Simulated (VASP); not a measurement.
# PbO2 in VASP: single point with r2SCAN

Aim: the single point of PbO2 with r2SCAN.

Everything below comes from runs of VASP 6.6.1. Logs are shortened: lines on timing, memory, paths and dates and some standing lists are left out, and cuts for length are marked.

## Step 1: The cell of the first run

The typed cell holds 72 atoms: a = 9.995 Å, b = 9.995 Å, c = 10.226 Å, α = 90.00°, β = 90.00°, γ = 90.00°.

## Step 2: Single point, r2SCAN

POSCAR

```
PbO2
1.0
    9.9946160000      0.0000000000      0.0000000000
    0.0000000000      9.9946160000      0.0000000000
    0.0000000000      0.0000000000     10.2258320000
Pb O
24 48
Direct
    0.0000000000      0.0000000000      0.0000000000
    0.0000000000      0.0000000000      0.3333330000
    0.0000000000      0.0000000000      0.6666670000
    0.0000000000      0.5000000000      0.0000000000
    0.0000000000      0.5000000000      0.3333330000
    0.0000000000      0.5000000000      0.6666670000
    0.5000000000      0.0000000000      0.0000000000
    0.5000000000      0.0000000000      0.3333330000
    0.5000000000      0.0000000000      0.6666670000
    0.5000000000      0.5000000000      0.0000000000
    0.5000000000      0.5000000000      0.3333330000
    0.5000000000      0.5000000000      0.6666670000
    0.2500000000      0.2500000000      0.1666670000
    0.2500000000      0.2500000000      0.5000000000
    0.2500000000      0.2500000000      0.8333330000
    0.2500000000      0.7500000000      0.1666670000
    0.2500000000      0.7500000000      0.5000000000
    0.2500000000      0.7500000000      0.8333330000
    0.7500000000      0.2500000000      0.1666670000
    0.7500000000      0.2500000000      0.5000000000
    0.7500000000      0.2500000000      0.8333330000
    0.7500000000      0.7500000000      0.1666670000
    0.7500000000      0.7500000000      0.5000000000
    0.7500000000      0.7500000000      0.8333330000
    0.1538030000      0.1538030000      0.0000300000
    0.1538030000      0.1538030000      0.3333640000
    0.1538030000      0.1538030000      0.6666970000
    0.1538030000      0.6538030000      0.0000300000
    0.1538030000      0.6538030000      0.3333640000
    0.1538030000      0.6538030000      0.6666970000
    0.6538030000      0.1538030000      0.0000300000
    0.6538030000      0.1538030000      0.3333640000
    0.6538030000      0.1538030000      0.6666970000
    0.6538030000      0.6538030000      0.0000300000
    0.6538030000      0.6538030000      0.3333640000
    0.6538030000      0.6538030000      0.6666970000
    0.3461970000      0.3461970000      0.9999700000
    0.3461970000      0.3461970000      0.3333030000
    0.3461970000      0.3461970000      0.6666360000
    0.3461970000      0.8461970000      0.9999700000
    0.3461970000      0.8461970000      0.3333030000
    0.3461970000      0.8461970000      0.6666360000
    0.8461970000      0.3461970000      0.9999700000
    0.8461970000      0.3461970000      0.3333030000
    0.8461970000      0.3461970000      0.6666370000
    0.8461970000      0.8461970000      0.9999700000
    0.8461970000      0.8461970000      0.3333030000
    0.8461970000      0.8461970000      0.6666360000
    0.0961080000      0.4038920000      0.1666670000
    0.0961080000      0.4038910000      0.5000000000
    0.0961080000      0.4038920000      0.8333330000
    0.0961080000      0.9038920000      0.1666670000
    0.0961080000      0.9038920000      0.5000000000
    0.0961080000      0.9038920000      0.8333330000
    0.5961090000      0.4038920000      0.1666670000
    0.5961090000      0.4038920000      0.5000000000
    0.5961090000      0.4038910000      0.8333330000
    0.5961080000      0.9038920000      0.1666670000
    0.5961080000      0.9038920000      0.5000000000
    0.5961080000      0.9038920000      0.8333330000
    0.4038920000      0.0961080000      0.1666670000
    0.4038920000      0.0961080000      0.5000000000
    0.4038920000      0.0961080000      0.8333330000
    0.4038920000      0.5961080000      0.1666670000
    0.4038920000      0.5961080000      0.5000000000
    0.4038920000      0.5961080000      0.8333330000
    0.9038920000      0.0961080000      0.1666670000
    0.9038910000      0.0961080000      0.5000000000
    0.9038910000      0.0961080000      0.8333330000
    0.9038910000      0.5961080000      0.1666670000
    0.9038910000      0.5961080000      0.5000000000
    0.9038910000      0.5961080000      0.8333330000
```

INCAR.step1

```
SYSTEM = PbO2
PREC = Accurate
ENCUT = 520
ISMEAR = -1
SIGMA = 0.05
LREAL = Auto
LASPH = .TRUE.
NELM = 60
NBANDS = 354
GGA = PE
ALGO = Normal
EDIFF = 1E-4
LWAVE = .TRUE.
LCHARG = .FALSE.
```

INCAR.step2

```
SYSTEM = PbO2
PREC = Accurate
ENCUT = 520
EDIFF = 1E-6
ISMEAR = -1
SIGMA = 0.05
LREAL = Auto
LASPH = .TRUE.
NELM = 60
ALGO = Normal
ISIF = 2
LWAVE = .FALSE.
LCHARG = .FALSE.
METAGGA = R2SCAN
LMIXTAU = .TRUE.
NBANDS = 354
ISTART = 1
```

KPOINTS

```
Automatic mesh
0
G
  1 1 1
  0 0 0
```

Potentials or basis: VASP PAW PBE potentials, release 64 (Pb_d, O).

Run with:

```console
> cat potpaw_PBE.64/Pb_d/POTCAR potpaw_PBE.64/O/POTCAR > POTCAR
> cp INCAR.step1 INCAR
> mpirun -np 1 vasp_gam > vasp.out
> cp INCAR.step2 INCAR
> mpirun -np 1 vasp_gam > vasp.out
```

OUTCAR:

```text
SYSTEM = PbO2
   PREC = Accurate
   ENCUT = 520
   EDIFF = 1E-6
   ISMEAR = -1
   LREAL = Auto
   LASPH = .TRUE.
   NELM = 60
   ISIF = 2
   METAGGA = R2SCAN
   ISTART = 1

 ion  position               nearest neighbor table
   1  0.000  0.000  0.000-  25 2.17  46 2.17  52 2.18  54 2.18  67 2.18  69 2.18   2 3.41   3 3.41
                            22 3.92  24 3.92  13 3.92  15 3.92  16 3.92  18 3.92  19 3.92  21 3.92
   2  0.000  0.000  0.333-  47 2.17  26 2.17  52 2.18  67 2.18  53 2.18  68 2.18   1 3.41   3 3.41
                            19 3.92  22 3.92  13 3.92  16 3.92  17 3.92  23 3.92  14 3.92  20 3.92
   3  0.000  0.000  0.667-  27 2.17  48 2.17  54 2.18  69 2.18  53 2.18  68 2.18   1 3.41   2 3.41
                            21 3.92  24 3.92  15 3.92  18 3.92  23 3.92  14 3.92  20 3.92  17 3.92
   4  0.000  0.500  0.000-  28 2.17  43 2.17  49 2.18  51 2.18  70 2.18  72 2.18   5 3.41   6 3.41
                            22 3.92  24 3.92  13 3.92  15 3.92  16 3.92  18 3.92  19 3.92  21 3.92
   5  0.000  0.500  0.333-  44 2.17  29 2.17  49 2.18  70 2.18  50 2.18  71 2.18   4 3.41   6 3.41
                            19 3.92  22 3.92  13 3.92  16 3.92  17 3.92  23 3.92  14 3.92  20 3.92
   6  0.000  0.500  0.667-  30 2.17  45 2.17  51 2.18  72 2.18  71 2.18  50 2.18   4 3.41   5 3.41
                            21 3.92  24 3.92  15 3.92  18 3.92  23 3.92  14 3.92  20 3.92  17 3.92
   7  0.500  0.000  0.000-  31 2.17  40 2.17  58 2.18  60 2.18  61 2.18  63 2.18   8 3.41   9 3.41
                            22 3.92  24 3.92  13 3.92  15 3.92  16 3.92  18 3.92  19 3.92  21 3.92
   8  0.500  0.000  0.333-  41 2.17  32 2.17  58 2.18  61 2.18  59 2.18  62 2.18   7 3.41   9 3.41
                            19 3.92  22 3.92  13 3.92  16 3.92  17 3.92  23 3.92  14 3.92  20 3.92
   9  0.500  0.000  0.667-  33 2.17  42 2.17  60 2.18  63 2.18  62 2.18  59 2.18   7 3.41   8 3.41
[... 86 lines left out ...]
 A1 = (   9.9946160000,   0.0000000000,   0.0000000000)
 A2 = (   0.0000000000,   9.9946160000,   0.0000000000)
 A3 = (   0.0000000000,   0.0000000000,  10.2258320000)

Analysis of symmetry for initial positions (statically):
=====================================================================
 Subroutine PRICEL returns following result:

  LATTYP: Found a simple tetragonal cell.
 ALAT       =     4.9973080000
 C/A-ratio  =     0.6820886882

  Lattice vectors:

 A1 = (   4.9973080000,   0.0000000000,   0.0000000000)
 A2 = (   0.0000000000,   4.9973080000,   0.0000000000)
 A3 = (   0.0000000000,   0.0000000000,   3.4086072581)

  12 primitive cells build up your supercell.

 Routine SETGRP: Setting up the symmetry group for a
 simple tetragonal supercell.

 Subroutine GETGRP returns: Found  4 space group operations
 (whereof  4 operations were pure point group operations)
 out of a pool of 16 trial point group operations.

The static configuration has the point symmetry C_2h.

Analysis of symmetry for dynamics (positions and initial velocities):
=====================================================================
 Subroutine PRICEL returns following result:

  LATTYP: Found a simple tetragonal cell.
 ALAT       =     4.9973080000
 C/A-ratio  =     0.6820886882

  Lattice vectors:

 A1 = (   4.9973080000,   0.0000000000,   0.0000000000)
 A2 = (   0.0000000000,   4.9973080000,   0.0000000000)
 A3 = (   0.0000000000,   0.0000000000,   3.4086072581)

  12 primitive cells build up your supercell.

 Routine SETGRP: Setting up the symmetry group for a
 simple tetragonal supercell.

 Subroutine GETGRP returns: Found  4 space group operations
 (whereof  4 operations were pure point group operations)
 out of a pool of 16 trial point group operations.

[... 48 lines left out ...]
     0.100053869  0.000000000  0.000000000     1.000000000  0.000000000  0.000000000
     0.000000000  0.100053869  0.000000000     0.000000000  1.000000000  0.000000000
     0.000000000  0.000000000  0.097791554     0.000000000  0.000000000  1.000000000

  Length of vectors
     0.100053869  0.100053869  0.097791554

  Shift w.r.t. Gamma in fractional coordinates (k-lattice)
     0.000000000  0.000000000  0.000000000

 Subroutine IBZKPT returns following result:
 ===========================================

 Found      1 irreducible k-points:

 Following reciprocal coordinates:
            Coordinates               Weight
  0.000000  0.000000  0.000000      1.000000
   k-points           NKPTS =      1   k-points in BZ     NKDIM =      1   number of bands    NBANDS=    354
   number of dos      NEDOS =    301   number of ions     NIONS =     72
   total plane-waves  NPLWV = 512000
   dimension x,y,z NGX =    80 NGY =   80 NGZ =   80
   dimension x,y,z NGXF=   160 NGYF=  160 NGZF=  160
   ions per type =              24  48
   NGX,Y,Z   is equivalent  to a cutoff of  13.31, 13.31, 13.01 a.u.
   NGXF,Y,Z  is equivalent  to a cutoff of  26.61, 26.61, 26.01 a.u.
 SYSTEM =  PbO2
   PREC   = accura    normal or accurate (medium, high low for compatibility)
   ISTART =      1    job   : 0-new  1-cont  2-samecut
   ICHARG =      0    charge: 1-file 2-atom 10-const
   ISPIN  =      1    spin polarized calculation?
   LNONCOLLINEAR =      F non collinear calculations
   LSORBIT =      F    spin-orbit coupling
   LASPH  =      T    aspherical Exc in radial PAW
   ENCUT  =  520.0 eV  38.22 Ry    6.18 a.u.  18.58 18.58 19.01*2*pi/ulx,y,z
   NELM   =     60;   NELMIN=  2; NELMDL=  0     # of ELM steps
   EDIFF  = 0.1E-05   stopping-criterion for ELM
   LREAL  =      T    real-space projection
   EDIFFG = 0.1E-04   stopping-criterion for IOM
   NSW    =      0    number of steps for IOM
   IBRION =     -1    ionic relax: 0-MD 1-quasi-New 2-CG
   NFREE  =      0    steps in history (QN), initial steepest desc. (CG)
   ISIF   =      2    stress and relaxation
   ISYM   =      2    0-nonsym 1-usesym 2-fastsym
   POTIM  = 0.5000    time-step for ionic-motion
   TEBEG  =    0.0;   TEEND  =   0.0 temperature during run
   PSTRESS=    0.0 pullay stress
   NELECT =     624.0000    total number of electrons
   NUPDOWN=      -1.0000    fix difference up-down
   EMIN   =  10.00;   EMAX   =-10.00  energy-range for DOS
   EFERMI =   0.00;   METHOD = LEGACY
   ISMEAR =    -1;   SIGMA  =   0.05  broadening in eV -4-tet -1-fermi 0-gaus
   EFERMI_NEDOS =   21; number of points for ismear=-14 and -15
   IALGO  =     38    algorithm
   IMIX   =      4    mixing-type and parameters
     AMIX     =   0.40;   BMIX     =  1.00
     AMIX_MAG =   1.60;   BMIX_MAG =  1.00
  volume/ion in A,a.u.               =      14.19        95.74
  Fermi-wavevector in a.u.,A,eV,Ry     =   1.389076  2.624973 26.252886  1.929533
  Thomas-Fermi vector in A             =   2.513141
   LORBIT       =      0    0 simple, 1 ext, 2 COOP (PROOUT), +10 PAW based schemes
   METAGGA = R2SCAN    functional components
   LHFCALC =     F    Hartree Fock is set to
   AEXX    =    0.0000 exact exchange contribution
   IVDW    =     0    specifies the selected vdW correction
   LEPSILON=     F    determine dielectric tensor
   LRPA    =     F    only Hartree local field effects (RPA)
 non-spin polarized calculation
  energy-cutoff  :      520.00
  volume of cell :     1021.48
 maximum number of plane-waves:     13762
 NGX is ok and might be reduce to    80
   NGX = 37   NGY = 37   NGZ = 39

 number of electron     624.0000126 magnetization

 Free energy of the ion-electron system (eV)
  ---------------------------------------------------
  ext. energy  EPLUGINS =         0.00000000
  ---------------------------------------------------
  free energy    TOTEN  =     -1707.03448164 eV

  energy without entropy =    -1706.96991687  energy(sigma->0) =    -1707.00219925

 E-fermi :   3.6319     XC(G=0): -11.3245

 val. band max:        3.3778327603   @ k =   0.0000   0.0000   0.0000
 cond. band min:       3.7661396586   @ k =   0.0000   0.0000   0.0000
 fundamental gap:      0.3883068983
 Fermi energy:         3.6318680772

 k-point     1 :       0.0000    0.0000    0.0000
  band No.  band energies     occupation
      1     -15.3906      2.00000
      2     -15.2554      2.00000
      3     -15.2543      2.00000
      4     -15.2191      2.00000
      5     -14.9862      2.00000
      6     -14.9862      2.00000
[... 316 lines left out ...]
    323       7.1472      0.00000
    324       7.1586      0.00000
 [bands above 324 left out]

------------------------ aborting loop because EDIFF is reached ----------------------------------------

  FORCE on cell =-STRESS in cart. coord.  units (eV):
  Direction    XX          YY          ZZ          XY          YZ          ZX
  --------------------------------------------------------------------------------------
  -------------------------------------------------------------------------------------
  Total        7.0064411      7.0064411     21.6462300      0.0684345      0.0260441      0.0260444
  in kB       10.9894809     10.9894809     33.9517350      0.1073384      0.0408497      0.0408503
  external PRESSURE =      18.6435656 kB  Pullay stress =       0.0000000 kB

 VOLUME and BASIS-vectors are now :
 -----------------------------------------------------------------------------
  energy-cutoff  :      520.00
  volume of cell :     1021.48
      direct lattice vectors                 reciprocal lattice vectors
     9.994616000  0.000000000  0.000000000     0.100053869  0.000000000  0.000000000
     0.000000000  9.994616000  0.000000000     0.000000000  0.100053869  0.000000000
     0.000000000  0.000000000 10.225832000     0.000000000  0.000000000  0.097791554

 POSITION                                       TOTAL-FORCE (eV/Angst)
 -----------------------------------------------------------------------------------
      0.00000      0.00000      0.00000         0.000000      0.000000      0.000000
      0.00000      0.00000      3.40861         0.000000      0.000000      0.000000
      0.00000      0.00000      6.81722         0.000000      0.000000      0.000000
      0.00000      4.99731      0.00000         0.000000      0.000000      0.000000
      0.00000      4.99731      3.40861         0.000000      0.000000      0.000000
      0.00000      4.99731      6.81722         0.000000      0.000000      0.000000
[... 64 lines left out ...]
      9.03404      5.95787      5.11292        -0.111470      0.111470      0.000000
      9.03404      5.95787      8.52152        -0.111470      0.111470      0.000000
 -----------------------------------------------------------------------------------
    total drift:                                0.028169      0.028169     -0.011723

  FREE ENERGIE OF THE ION-ELECTRON SYSTEM (eV)
  ---------------------------------------------------
  free  energy   TOTEN  =     -1707.0344816386 eV

  energy  without entropy=    -1706.9699168688  energy(sigma->0) =    -1707.00219925
```

Wall time 26 min (1 thread of Intel Xeon Platinum 8488C (Sapphire Rapids), shared host); peak memory 1.2 GiB.

Results:

* Free energy: -1707.0345 eV
* Pressure: 1.9 GPa
* Largest force: 0.158 eV/Å

Forces on the atoms (eV/Å):
```
Pb   0.000  0.000  0.000
Pb   0.000  0.000  0.000
Pb   0.000  0.000  0.000
Pb   0.000  0.000  0.000
Pb   0.000  0.000  0.000
Pb   0.000  0.000  0.000
Pb   0.000  0.000  0.000
Pb   0.000  0.000  0.000
Pb   0.000  0.000  0.000
Pb   0.000  0.000  0.000
Pb   0.000  0.000  0.000
Pb   0.000  0.000  0.000
Pb   0.000  0.000  0.000
Pb   0.000  0.000  0.000
Pb   0.000  0.000  0.000
Pb   0.000  0.000  0.000
Pb   0.000  0.000  0.000
Pb   0.000  0.000  0.000
Pb   0.000  0.000  0.000
Pb   0.000  0.000  0.000
Pb   0.000  0.000  0.000
Pb   0.000  0.000  0.000
Pb   0.000  0.000  0.000
Pb   0.000  0.000  0.000
O   -0.092 -0.092 -0.002
O   -0.092 -0.092 -0.002
O   -0.092 -0.092 -0.002
O   -0.092 -0.092 -0.002
O   -0.092 -0.092 -0.002
O   -0.092 -0.092 -0.002
O   -0.092 -0.092 -0.002
O   -0.092 -0.092 -0.002
O   -0.092 -0.092 -0.002
O   -0.092 -0.092 -0.002
O   -0.092 -0.092 -0.002
O   -0.092 -0.092 -0.002
O    0.092  0.092  0.002
O    0.092  0.092  0.002
O    0.092  0.092  0.002
O    0.092  0.092  0.002
O    0.092  0.092  0.002
O    0.092  0.092  0.002
O    0.092  0.092  0.002
O    0.092  0.092  0.002
O    0.092  0.092  0.002
O    0.092  0.092  0.002
O    0.092  0.092  0.002
O    0.092  0.092  0.002
O    0.111 -0.111  0.000
O    0.111 -0.111  0.000
O    0.111 -0.111  0.000
O    0.111 -0.111  0.000
O    0.111 -0.111  0.000
O    0.111 -0.111  0.000
O    0.111 -0.111  0.000
O    0.111 -0.111  0.000
O    0.111 -0.111  0.000
O    0.111 -0.111  0.000
O    0.111 -0.111  0.000
O    0.111 -0.111  0.000
O   -0.111  0.111  0.000
O   -0.111  0.111  0.000
O   -0.111  0.111  0.000
O   -0.111  0.111  0.000
O   -0.111  0.111  0.000
O   -0.111  0.111  0.000
O   -0.111  0.111  0.000
O   -0.111  0.111  0.000
O   -0.111  0.111  0.000
O   -0.111  0.111  0.000
O   -0.111  0.111  0.000
O   -0.111  0.111  0.000
```

Stress tensor (GPa, compression positive):
```
1.10 0.01 0.00
0.01 1.10 0.00
0.00 0.00 3.40
```

Levels at points of the mesh, in eV from the Fermi level:
```
           k point  band 308  band 309  band 310  band 311  band 312  band 313  band 314  band 315  band 316  band 317
(0.00, 0.00, 0.00)     -0.25     -0.25     -0.25     -0.25     -0.25      0.13      2.94      2.94      2.95      2.95
```

Caveat: the k points lie up to 0.63 Å⁻¹ apart; the PAW data sets were made with another functional, which shifts forces and pressure a little; spin-orbit coupling is left out, which moves the levels of the heavy elements.
